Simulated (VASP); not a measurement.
The system is HfO2.

```xyz
6
Lattice="4.8135 0.0000 0.0000 0.0000 4.8135 0.0000 0.0000 0.0000 3.2054" Properties=species:S:1:pos:R:3 pbc="T T T"
Hf    0.0000    0.0000    0.0000
Hf    2.4068    2.4068    1.6027
O     0.9384    3.8751    1.6027
O     1.4683    1.4683    0.0000
O     3.3452    3.3452    0.0000
O     3.8751    0.9384    1.6027
```

```yaml
Program: VASP 6.6.1
Task: relaxation of cell and atoms
Functional: PBE
Potentials_or_basis: VASP PAW PBE potentials, release 64 (Hf_pv, O)
Cutoff: 600 eV
k_mesh: 4 × 4 × 6
Occupations: gaussian, width 0.1 eV
Spin: no spin polarisation
```

At the start: pressure 5.4 GPa; volume 12.38 Å³/atom.

**Question.** Where does the relaxation end?

**Answer.** Over 5 steps the energy falls by 4.9 meV/atom and the volume is 12.67 Å³/atom (+2.4 %); space group P4_2/mnm (No. 136, to 0.1 Å) before and after.

Step by step:
```
step  energy change (eV)  largest force (eV/Å)  pressure (GPa)  volume (Å³)
   1              0.0000                0.0288            5.38        74.27
   2              0.0412                0.1834           -7.47        78.83
   3             -0.0283                0.0598           -0.10        76.00
   4             -0.0283                0.0578            0.11        75.96
   5             -0.0292                0.0129            0.10        76.05
```

Final structure:
```cif
data_structure
_symmetry_space_group_name_H-M 'P 1'
_symmetry_Int_Tables_number 1
_cell_length_a 4.8570
_cell_length_b 4.8570
_cell_length_c 3.2236
_cell_angle_alpha 90.000
_cell_angle_beta 90.000
_cell_angle_gamma 90.000
_cell_volume 76.05
loop_
_atom_site_label
_atom_site_type_symbol
_atom_site_fract_x
_atom_site_fract_y
_atom_site_fract_z
_atom_site_occupancy
Hf1 Hf 0.00000 0.00000 0.00000 1
Hf2 Hf 0.50000 0.50000 0.50000 1
O1 O 0.19468 0.80532 0.50000 1
O2 O 0.30532 0.30532 0.00000 1
O3 O 0.69468 0.69468 0.00000 1
O4 O 0.80532 0.19468 0.50000 1
```
